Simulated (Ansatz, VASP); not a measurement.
**One calculation of TaN, two programs**

```xyz
6
Lattice="5.1850 0.0000 0.0000 -2.5925 4.4903 0.0000 0.0000 0.0000 2.9080" Properties=species:S:1:pos:R:3 pbc="T T T"
Ta    0.0000    0.0000    0.0000
Ta    0.0000    2.9936    1.4540
Ta    2.5925    1.4968    1.4540
N     2.5925    0.0000    0.0000
N     1.2963    2.2452    0.0000
N    -1.2963    2.2452    0.0000
```

Alike in both runs: task single point; functional LDA; k mesh 4 × 4 × 7; occupations gaussian, width 0.05 eV; non-collinear spin; Hubbard terms Ta d U = 4.0 eV.

|  | VASP | Ansatz |
| --- | --- | --- |
| version | VASP 6.6.1 | Ansatz 0.2.0 |
| potentials or method | VASP PAW LDA potentials, release 64 (Ta_pv, N), cutoff 520 eV | scalar-relativistic, plane waves, PAW |
| valence electrons in the cell | 48 | 54 |

```csv
,VASP,Ansatz,Ansatz less VASP
gap on the k mesh at the Fermi level (eV),none,none,-
pressure (GPa),9.0,-1.2,-10.20
"traceless stress, the component that is largest in VASP (GPa)",1.06,-3.45,-4.502
```

LDA's correlation is that of Perdew and Zunger in VASP and of Perdew and Wang (1992) in Ansatz. The programs project onto different local orbitals, so the same U acts differently, and such runs can settle in different states. A gap of «none» marks a metal or a gap that the smearing closes. VASP's potentials hold 48 valence electrons a cell and Ansatz's 54, so a difference there can come from the potentials and not from the codes. Ansatz's warnings: filled band counts differ across k points, seeded moment not kept, specified occupation not kept.

Neither program's run includes spin-orbit coupling.
